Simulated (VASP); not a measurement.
# CsBr (Pm-3m) in VASP: further runs

The runs below take CsBr through single point, with PBE, r2SCAN.

All numbers are computed with VASP 6.6.1; they aren't measurements. Logs are shortened: lines on timing, memory, paths and dates and some standing lists are left out, and cuts for length are marked.

### Step 1. The cell of the first run

Symmetry: Pm-3m, No. 221, cubic system. Conventional cell: a = 4.319 Å, b = 4.319 Å, c = 4.319 Å, α = 90.00°, β = 90.00°, γ = 90.00°. Cs (site symmetry m-3m) has 8 Br at 3.74 Å and 6 Cs at 4.32 Å within 4.9 Å. Br (site symmetry m-3m) has 8 Cs at 3.74 Å and 6 Br at 4.32 Å within 4.9 Å.

### Step 2. Single point, PBE

Contents of INCAR:

```
SYSTEM = CsBr
ALGO     = Normal         ! electronic algorithm
EDIFF    = 1E-6           ! SCF threshold, eV
ENCUT    = 500            ! plane-wave cutoff, eV
GGA      = PE             ! functional
GGA_COMPAT= .False.      
ISIF     = 2              ! what is computed and relaxed
ISMEAR   = 0              ! smearing method
LASPH    = .True.         ! aspherical terms in the spheres
LCHARG   = .False.        ! write CHGCAR
LREAL    = .False.        ! projectors in reciprocal space
LWAVE    = .False.        ! write WAVECAR
NBANDS   = 15             ! bands
NELM     = 120            ! most SCF steps
PREC     = Accurate       ! precision mode
SIGMA    = 0.01           ! smearing width, eV
```

Contents of KPOINTS:

```
k-points
0
Gamma
  4 4 4
  0 0 0
```

Contents of POSCAR:

```
CsBr
1.0
    4.3193779122      0.0000000000      0.0000000000
    0.0000000000      4.3193779122      0.0000000000
    0.0000000000      0.0000000000      4.3193779122
Cs Br
1 1
Direct
    0.0000000000      0.0000000000      0.0000000000
    0.5000000000      0.5000000000      0.5000000000
```

Potentials or basis: VASP PAW PBE potentials, release 64 (Cs_sv, Br).

Launch:

```bash
cat potpaw_PBE.64/Cs_sv/POTCAR potpaw_PBE.64/Br/POTCAR > POTCAR
mpirun -np 1 vasp_std > vasp.out
```

OUTCAR:

```text
SYSTEM = CsBr
   EDIFF = 1E-6
   ENCUT = 500
   GGA = PE
   ISIF = 2
   ISMEAR = 0
   LASPH = .True.
   LREAL = .False.
   NELM = 120
   PREC = Accurate

 ion  position               nearest neighbor table
   1  0.000  0.000  0.000-
   2  0.500  0.500  0.500-

  LATTYP: Found a simple cubic cell.
 ALAT       =     4.3193779122

  Lattice vectors:

 A1 = (   4.3193779122,   0.0000000000,   0.0000000000)
 A2 = (   0.0000000000,   4.3193779122,   0.0000000000)
 A3 = (   0.0000000000,   0.0000000000,   4.3193779122)

Analysis of symmetry for initial positions (statically):
=====================================================================
 Subroutine PRICEL returns:
 Original cell was already a primitive cell.

 Routine SETGRP: Setting up the symmetry group for a
 simple cubic supercell.

 Subroutine GETGRP returns: Found 48 space group operations
 (whereof 48 operations were pure point group operations)
 out of a pool of 48 trial point group operations.

The static configuration has the point symmetry O_h .

Analysis of symmetry for dynamics (positions and initial velocities):
=====================================================================
 Subroutine PRICEL returns:
 Original cell was already a primitive cell.

 Routine SETGRP: Setting up the symmetry group for a
 simple cubic supercell.

 Subroutine GETGRP returns: Found 48 space group operations
 (whereof 48 operations were pure point group operations)
 out of a pool of 48 trial point group operations.

The dynamic configuration has the point symmetry O_h .

 Subroutine INISYM returns: Found 48 space group operations
 (whereof 48 operations are pure point group operations),
 and found     1 'primitive' translations

----------------------------------------------------------------------------------------

                                     Primitive cell

  volume of cell :      80.5867

  direct lattice vectors                    reciprocal lattice vectors
     4.319377912  0.000000000  0.000000000     0.231514820  0.000000000  0.000000000
     0.000000000  4.319377912  0.000000000     0.000000000  0.231514820  0.000000000
     0.000000000  0.000000000  4.319377912     0.000000000  0.000000000  0.231514820

  length of vectors
     4.319377912  4.319377912  4.319377912     0.231514820  0.231514820  0.231514820

  position of ions in fractional coordinates (direct lattice)
     0.000000000  0.000000000  0.000000000
     0.500000000  0.500000000  0.500000000

  ion indices of the primitive-cell ions
[... 70 lines left out ...]
   PSTRESS=    0.0 pullay stress
   NELECT =      16.0000    total number of electrons
   NUPDOWN=      -1.0000    fix difference up-down
   EMIN   =  10.00;   EMAX   =-10.00  energy-range for DOS
   EFERMI =   0.00;   METHOD = LEGACY
   ISMEAR =     0;   SIGMA  =   0.01  broadening in eV -4-tet -1-fermi 0-gaus
   EFERMI_NEDOS =   21; number of points for ismear=-14 and -15
   IALGO  =     38    algorithm
   IMIX   =      4    mixing-type and parameters
     AMIX     =   0.40;   BMIX     =  1.00
     AMIX_MAG =   1.60;   BMIX_MAG =  1.00
  volume/ion in A,a.u.               =      40.29       271.91
  Fermi-wavevector in a.u.,A,eV,Ry     =   0.955052  1.804786 12.410201  0.912124
  Thomas-Fermi vector in A             =   2.083854
   LORBIT       =      0    0 simple, 1 ext, 2 COOP (PROOUT), +10 PAW based schemes
   GGA     = PE    functional components
   LHFCALC =     F    Hartree Fock is set to
   AEXX    =    0.0000 exact exchange contribution
   IVDW    =     0    specifies the selected vdW correction
   LEPSILON=     F    determine dielectric tensor
   LRPA    =     F    only Hartree local field effects (RPA)
 non-spin polarized calculation
 Gauss-broadening in eV      SIGMA  =   0.01
  energy-cutoff  :      500.00
  volume of cell :       80.59
 maximum number of plane-waves:      2103
 NGX is ok and might be reduce to    32
   NGX = 15   NGY = 15   NGZ = 15

 number of electron      16.0000001 magnetization

 Free energy of the ion-electron system (eV)
  ---------------------------------------------------
  ext. energy  EPLUGINS =         0.00000000
  ---------------------------------------------------
  free energy    TOTEN  =        -6.01406643 eV

  energy without entropy =       -6.01406643  energy(sigma->0) =       -6.01406643

 E-fermi :  -0.3450     XC(G=0):  -7.9709

 val. band max:       -0.4079057547   @ k =   0.5000   0.5000   0.0000
 cond. band min:       4.0167043945   @ k =   0.0000   0.0000   0.0000
 fundamental gap:      4.4246101492
 Fermi energy:        -0.3450308088

 k-point     1 :       0.0000    0.0000    0.0000
  band No.  band energies     occupation
      1     -20.2238      2.00000
      2     -12.7495      2.00000
      3      -6.8263      2.00000
      4      -6.8263      2.00000
      5      -6.8263      2.00000
      6      -0.4162      2.00000
      7      -0.4162      2.00000
      8      -0.4162      2.00000
      9       4.0167      0.00000
     10       4.5246      0.00000
     11       4.5246      0.00000
     12       8.6366      0.00000
     13       8.6366      0.00000
     14       8.6366      0.00000
[... 149 lines left out ...]
      2     -12.5795      2.00000
      3      -7.2080      2.00000
      4      -7.2080      2.00000
      5      -7.2080      2.00000
      6      -1.5380      2.00000
      7      -1.5380      2.00000
      8      -1.5380      2.00000
      9       7.8054      0.00000
     10       7.8054      0.00000
     11       7.8054      0.00000
     12       8.6532      0.00000
     13       8.6532      0.00000
     14       8.6532      0.00000
     15      10.7834      0.00000

------------------------ aborting loop because EDIFF is reached ----------------------------------------

  FORCE on cell =-STRESS in cart. coord.  units (eV):
  Direction    XX          YY          ZZ          XY          YZ          ZX
  --------------------------------------------------------------------------------------
  -------------------------------------------------------------------------------------
  Total        0.3655537      0.3655537      0.3655537      0.0000000      0.0000000     -0.0000000
  in kB        7.2677186      7.2677186      7.2677186      0.0000000      0.0000000     -0.0000000
  external PRESSURE =       7.2677186 kB  Pullay stress =       0.0000000 kB

 VOLUME and BASIS-vectors are now :
 -----------------------------------------------------------------------------
  energy-cutoff  :      500.00
  volume of cell :       80.59
      direct lattice vectors                 reciprocal lattice vectors
     4.319377912  0.000000000  0.000000000     0.231514820  0.000000000  0.000000000
     0.000000000  4.319377912  0.000000000     0.000000000  0.231514820  0.000000000
     0.000000000  0.000000000  4.319377912     0.000000000  0.000000000  0.231514820

 POSITION                                       TOTAL-FORCE (eV/Angst)
 -----------------------------------------------------------------------------------
      0.00000      0.00000      0.00000         0.000000      0.000000      0.000000
      2.15969      2.15969      2.15969         0.000000      0.000000      0.000000
 -----------------------------------------------------------------------------------
    total drift:                                0.000000      0.000000     -0.000000

  FREE ENERGIE OF THE ION-ELECTRON SYSTEM (eV)
  ---------------------------------------------------
  free  energy   TOTEN  =        -6.0140664273 eV

  energy  without entropy=       -6.0140664273  energy(sigma->0) =       -6.01406643
```

OSZICAR:

```text
N       E                     dE             d eps       ncg     rms          rms(c)
DAV:   1     0.847127563995E+02    0.84713E+02   -0.62728E+03   300   0.879E+02
DAV:   2     0.582143674137E+00   -0.84131E+02   -0.77478E+02   421   0.150E+02
DAV:   3    -0.622962028679E+01   -0.68118E+01   -0.67931E+01   370   0.476E+01
DAV:   4    -0.628325405097E+01   -0.53634E-01   -0.53628E-01   384   0.509E+00
DAV:   5    -0.628354703173E+01   -0.29298E-03   -0.29298E-03   391   0.388E-01    0.180E+00
DAV:   6    -0.604895730877E+01    0.23459E+00   -0.21831E-01   349   0.246E+00    0.104E+00
DAV:   7    -0.601100656399E+01    0.37951E-01   -0.12288E-01   356   0.180E+00    0.612E-01
DAV:   8    -0.601417005851E+01   -0.31635E-02   -0.14603E-02   328   0.698E-01    0.125E-01
DAV:   9    -0.601394874014E+01    0.22132E-03   -0.12679E-03   384   0.186E-01    0.687E-02
DAV:  10    -0.601406395891E+01   -0.11522E-03   -0.22377E-04   314   0.968E-02    0.164E-02
DAV:  11    -0.601406736539E+01   -0.34065E-05   -0.24114E-05   356   0.285E-02    0.114E-02
DAV:  12    -0.601406642729E+01    0.93810E-06   -0.51679E-06   342   0.130E-02
   1 F= -.60140664E+01 E0= -.60140664E+01  d E =-.179303E-20
```

stdout:

```text
POSCAR found type information on POSCAR CsBr
 POSCAR found :  2 types and       2 ions
 scaLAPACK will be used
 LDA part: xc-table for (Slater+PW92), standard interpolation
 POSCAR, INCAR and KPOINTS ok, starting setup
 FFT: planning ... GRIDC
 FFT: planning ... GRID_SOFT
 FFT: planning ... GRID
 WAVECAR not read
 entering main loop
```

It took 4.2 s on 1 thread of Intel Xeon 6975P-C (Granite Rapids), shared host; peak memory 0.17 GiB.

Results:

| Property | Result |
| --- | --- |
| Free energy | -6.0141 eV |
| Pressure | 0.7 GPa |
| Band gap on the k mesh | 4.42 eV, indirect (least direct gap 4.43 eV) |

Levels at points of the mesh, in eV from the valence-band top:
```csv
k point,band 6,band 7,band 8,band 9,band 10,band 11
"(0.00, 0.00, 0.00)",-0.01,-0.01,-0.01,4.42,4.93,4.93
"(0.50, 0.00, 0.00)",-1.28,-0.20,-0.20,5.91,7.19,7.63
"(0.50, 0.50, 0.00)",-0.57,-0.57,0.00,5.25,5.48,7.20
"(0.50, 0.50, 0.50)",-1.13,-1.13,-1.13,8.21,8.21,8.21
```

Caveat: spin-orbit coupling is left out, which moves the levels of the heavy elements.

### Step 3. Single point, r2SCAN

POSCAR is that of step 2.

Contents of INCAR.step1:

```
  PREC = Accurate
  ENCUT = 550
  ISMEAR = 0
  SIGMA = 0.01
  LREAL = F
  LASPH = T
  NELM = 120
  NBANDS = 15
  GGA = PE
  ALGO = Normal
  EDIFF = 1E-5
  LWAVE = T
  LCHARG = F
  GGA_COMPAT = F
```

Contents of INCAR.step2:

```
  PREC = Accurate
  ENCUT = 550
  EDIFF = 1E-6
  ISMEAR = 0
  SIGMA = 0.01
  LREAL = F
  LASPH = T
  NELM = 120
  ALGO = Normal
  ISIF = 2
  LWAVE = F
  LCHARG = T
  METAGGA = R2SCAN
  LMIXTAU = T
  LELF = T
  LVHAR = T
  NBANDS = 15
  ISTART = 1
  GGA_COMPAT = F
```

Contents of KPOINTS:

```
regular mesh
0
Gamma
  4 4 4
```

Potentials or basis: VASP PAW PBE potentials, release 64 (Cs_sv, Br).

Launch:

```bash
cat potpaw_PBE.64/Cs_sv/POTCAR potpaw_PBE.64/Br/POTCAR > POTCAR
cp INCAR.step1 INCAR
mpirun -np 1 vasp_std > vasp.out
cp INCAR.step2 INCAR
mpirun -np 1 vasp_std > vasp.out
```

It took 24 s on 1 thread of Intel Xeon 6975P-C (Granite Rapids), shared host; peak memory 0.22 GiB.

It converged, with:

- Free energy: -42.3245 eV
- Pressure: 0.1 GPa
- Band gap on the k mesh: 5.19 eV, indirect (the least direct gap lies 4.9 meV higher)

Levels at points of the mesh, in eV from the valence-band top:
```csv
k point,band 6,band 7,band 8,band 9,band 10,band 11
"(0.00, 0.00, 0.00)",0.00,0.00,0.00,5.19,5.42,5.42
"(0.50, 0.00, 0.00)",-1.26,-0.20,-0.20,6.43,7.85,8.37
"(0.50, 0.50, 0.00)",-0.58,-0.58,0.00,5.83,6.11,7.85
"(0.50, 0.50, 0.50)",-1.13,-1.13,-1.13,8.89,8.89,8.89
```

Caveat: the PAW data sets were made with another functional, which shifts forces and pressure a little; spin-orbit coupling is left out, which moves the levels of the heavy elements. r2SCAN opens gaps a little over a GGA but as a rule still falls short of measured ones.
